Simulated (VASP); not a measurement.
Runs of VASP 6.6.1 on BeZnSe2. The structure is that of space group P-4m2 (No. 115), or close to it. The cells are those of the table. 

```tsv
task	level	spin	cell	k mesh	cutoff (eV)	smearing	grid for exact exchange (PRECFOCK)	screening parameter	gap on the mesh (eV)	pressure (GPa)	largest force (eV/Å)
single point	r2SCAN	off	a = 3.813, b = 3.813, c = 5.466 Å, 4 atoms	6 × 6 × 6	520	gaussian 0.01 eV	-	-	3.02	0.2	-
single point	PBE	off	a = 3.838, b = 3.838, c = 5.513 Å, 4 atoms	6 × 6 × 4	520	fermi-dirac 0.02 eV	-	-	2.27	0.2	(a)
single point	HSE06	off	a = 3.813, b = 3.813, c = 5.466 Å, 4 atoms	4 × 4 × 4	520	gaussian 0.01 eV	Normal	0.2079 1/Å	3.51	(b)	0.18
single point	PBE	non-collinear, zero start, SOC	a = 3.813, b = 3.813, c = 5.466 Å, 4 atoms	6 × 6 × 6	520	gaussian 0.01 eV	-	-	-	1.8	0.18
relaxation of cell and atoms	PBE	off	relaxed from a = 3.601, b = 3.601, c = 5.093 Å, 4 atoms	6 × 6 × 4	600	fermi-dirac 0.02 eV	-	-	2.26	0.0	-
```

Alike in all rows: potentials or basis VASP PAW PBE potentials, release 64 (Be, Se, Zn).

Question: Estimate the missing entries.

Answer: (a) 0.01; (b) 0.5.

Caveats: the PAW data sets were made with another functional, which shifts forces and pressure a little (some runs).

A k mesh can miss the band edges, and rows without SOC leave out spin-orbit coupling on Se.
